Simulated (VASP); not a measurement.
Runs of VASP 6.6.1 on As. The structure is that of space group P6_3/mmc (No. 194), or close to it. The cells are those of the table. 

```csv
task,cell,cutoff (eV),gap on the mesh (eV),pressure (GPa),relaxed volume (Å³/atom)
single point,"a = 2.914, b = 2.914, c = 4.916 Å, angles 90.0, 90.0, 120.0°, 2 atoms",520,none,0.4,-
relaxation of cell and atoms,"relaxed from a = 2.914, b = 2.914, c = 4.916 Å, angles 90.0, 90.0, 120.0°, 2 atoms",600,none,0.0,18.14
relaxation of cell and atoms,"relaxed from a = 3.120, b = 3.120, c = 5.095 Å, angles 90.0, 90.0, 120.0°, 2 atoms",600,none,0.0,18.14
single point,"a = 2.924, b = 2.924, c = 4.932 Å, angles 90.0, 90.0, 120.0°, 2 atoms",520,none,(a),-
single point,"a = 2.904, b = 2.904, c = 4.900 Å, angles 90.0, 90.0, 120.0°, 2 atoms",520,none,1.4,-
```

Alike in all rows: level LDA; potentials or basis VASP PAW LDA potentials, release 64 (As); no spin polarisation; k mesh 8 × 8 × 4; smearing methfessel-paxton 0.1 eV.

Q: Fill in the values left out.

A: (a) -0.6.

Caveats: the volume moved by over 15 % at a fixed basis, so the end points are rough (some runs).

A k mesh can miss the band edges, and the runs leave out spin-orbit coupling on As.

A gap of «none» marks levels without a gap at the run's occupations.
